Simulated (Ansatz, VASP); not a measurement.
This is a calculation of CdS for VASP 6.6.1.

INCAR

```
PREC = Accurate
ENCUT = 520
EDIFF = 1E-7
ISMEAR = -1
SIGMA = 0.05
LREAL = False
LASPH = True
NELM = 60
ALGO = Normal
ISIF = 2
LWAVE = False
LCHARG = False
GGA = PE
ALDAC = 0.0
AGGAC = 0.0
NBANDS = 26
```

File KPOINTS:

```
regular mesh
0
Gamma
  7 7 4
```

Contents of POSCAR:

```
CdS
1.0
    4.2046115259      0.0000000000      0.0000000000
   -2.1023057629      3.6413003944      0.0000000000
    0.0000000000      0.0000000000      6.8256549035
Cd S
2 2
Direct
    0.6666666667      0.3333333333      0.5000000000
    0.3333333333      0.6666666667      0.0000000000
    0.6666666667      0.3333333333      0.8750000000
    0.3333333333      0.6666666667      0.3750000000
```

Potentials or basis: VASP PAW PBE potentials, release 64 (Cd, S).

Launch:

```sh
$ cat potpaw_PBE.64/Cd/POTCAR potpaw_PBE.64/S/POTCAR > POTCAR
$ mpirun -np 1 vasp_std > vasp.out
```

Problem. Set up the same calculation for Ansatz 0.2.0. Potentials there: Ansatz PAW.

Solution. As run (the cutoff follows the program's own potentials):

File input.yaml:

```yaml
crystal:
  lattice:
    - [4.2046115259, 0.0, 0.0]
    - [-2.1023057629, 3.6413003944, 0.0]
    - [0.0, 0.0, 6.8256549035]
  atoms:
    - { symbol: Cd, position: [0.6666666667, 0.3333333333, 0.5] }
    - { symbol: Cd, position: [0.3333333333, 0.6666666667, 0.0] }
    - { symbol: S, position: [0.6666666667, 0.3333333333, 0.875] }
    - { symbol: S, position: [0.3333333333, 0.6666666667, 0.375] }
hamiltonian:
  xc: { exchange: pbe, correlation: none }
  pseudopotentials: { kind: paw }
kpoints:
  mp_grid: { grid: [7, 7, 4] }
scf:
  occupations: { method: fermi_dirac, width: 0.05 }
output:
  forces: true
  stress: true
  eigenvalues: true
```

Potentials or basis: Ansatz PAW.

Run with:

```console
$ ansatz run input.yaml --threads 2 --pin off --max-ram 5120MiB --backend cpu --events-out ev --progress --plain --runs-dir out
```

Both were run:

|  | VASP | Ansatz | Ansatz less VASP |
| --- | --- | --- | --- |
| gap on the k mesh at the Fermi level (eV) | 1.07 | 1.07 | -0.002 |
| least direct gap on the mesh (eV) | 1.07 | 1.07 | -0.002 |
| pressure (GPa) | 8.1 | 7.9 | -0.24 |
| traceless stress, the component that is largest in VASP (GPa) | 0.56 | 0.54 | -0.013 |
| rms of the force components (eV/Å) | 0.035 | 0.034 | -0.0006 |

VASP's potentials were made for PBE, not for PBE exchange alone. Atom by atom the forces differ by 0.001 eV/Å (rms over components). VASP's potentials hold 36 valence electrons a cell and Ansatz's 52, so a difference there can come from the potentials and not from the codes.

Noted on Ansatz's run: odd divisions of the mesh miss points on the zone boundary, where band edges often lie, so the gap on the mesh can be too wide.
